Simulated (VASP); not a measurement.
Crystal: CdS.

```
CELL_PARAMETERS angstrom
0.00000 2.72678 2.72678
2.72678 0.00000 2.72678
2.72678 2.72678 0.00000
ATOMIC_POSITIONS crystal
Cd 0.00000 0.00000 0.00000
S 0.50000 0.50000 0.50000
```

Base run:

```yaml
Program: VASP 6.6.1
Functional: PBE
Potentials_or_basis: VASP PAW PBE potentials, release 64 (Cd, S)
Cutoff: 520 eV
k_mesh: 6 × 6 × 6
Occupations: gaussian, width 0.01 eV
Spin: no spin polarisation
```

Its results: band gap on the k mesh 0.25 eV, indirect (least direct gap 1.72 eV); pressure 2.2 GPa.

**Question.** The run is repeated on the same cell with these changes: functional from PBE to r2SCAN. What comes out?

**Answer.** Band gap on the k mesh 0.73 eV, indirect (least direct gap 2.35 eV); pressure 0.5 GPa.

r2SCAN gives the wider gap, since meta-GGAs in the generalised Kohn-Sham scheme recover part of the derivative discontinuity.

Caveats: the PAW data sets were made with another functional, which shifts forces and pressure a little (some runs).

A k mesh can miss the band edges.
